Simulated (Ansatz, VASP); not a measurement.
TiSi: VASP beside Ansatz

```
Ti Si
1.0
     1.75938   -2.05140    0.00000
     1.75938    2.05140    0.00000
     0.00000    0.00000    4.05348
Ti Si
1 1
Direct
  0.50000 0.50000 0.00000
  0.00000 0.00000 0.50000
```

Alike in both runs: task single point; functional PBEsol; k mesh 20 × 20 × 14; occupations gaussian, width 0.15 eV; no spin polarisation.

|  | VASP | Ansatz |
| --- | --- | --- |
| version | VASP 6.6.1 | Ansatz 0.2.0 |
| potentials or method | VASP PAW PBE potentials, release 64 (Ti_sv, Si), cutoff 520 eV | scalar-relativistic, plane waves, PAW |
| valence electrons in the cell | 16 | 16 |

VASP gave:

```
gap on the k mesh at the Fermi level (eV)                     : none
pressure (GPa)                                                : -5.6
traceless stress, the component that is largest in VASP (GPa) : -6.99
```

What did Ansatz give for the same quantities?

gap on the k mesh at the Fermi level (eV): none; pressure (GPa): -5.6; traceless stress, the component that is largest in VASP (GPa): -7.07.

VASP's potentials were made for PBE, not for PBEsol. A gap of «none» marks a metal or a gap that the smearing closes.
